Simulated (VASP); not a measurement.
Wanted: the native input for a VASP 6.6.1 run.

```yaml
Task: single point
Functional: PBE
Potentials_or_basis: VASP PAW PBE potentials, release 64 (Al, N)
Cutoff: 600 eV
k_mesh: 6 × 6 × 3
Occupations: methfessel-paxton, width 0.05 eV
Spin: no spin polarisation
Dipole_correction: no
Further_INCAR_settings: ALGO = Normal; EDIFF = 1e-06; NBANDS = 16
```

The structure of AlN lies in POSCAR:

```
AlN
1.0
    3.1129964286     -0.0057205284      0.0000000000
   -1.5614523372      2.7160289017      0.0000000000
    0.0000000000      0.0000000000      5.0241615364
Al N
2 2
Direct
    0.3336850797      0.6670175768     -0.0004605671
    0.6663149203      0.3329824232      0.4995394329
    0.3345603039      0.6678801929      0.3804605671
    0.6654396961      0.3321198071      0.8804605671
```

These files were run (other wordings do the same):

INCAR

```
  ALGO = Normal
  EDIFF = 1E-6
  ENCUT = 600
  GGA = PE
  GGA_COMPAT = False
  ISIF = 2
  ISMEAR = 1
  LASPH = True
  LCHARG = True
  LELF = True
  LREAL = False
  LVHAR = True
  LWAVE = False
  NBANDS = 16
  NELM = 120
  PREC = Accurate
  SIGMA = 0.05
```

KPOINTS

```
k-points
0
Gamma
  6 6 3
```

Potentials or basis: VASP PAW PBE potentials, release 64 (Al, N).

The run is started by

```console
$ cat potpaw_PBE.64/Al/POTCAR potpaw_PBE.64/N/POTCAR > POTCAR
$ mpirun -np 1 vasp_std > vasp.out
```

It gave:

```yaml
Pressure: 0.3 GPa
Band_gap_on_the_k_mesh: 4.09 eV
```

Run time: 28 s on 1 thread of Intel(R) Xeon(R) Platinum 8259CL CPU @ 2.50GHz (Skylake/Cascade Lake) (shared host), peak memory 0.18 GiB.
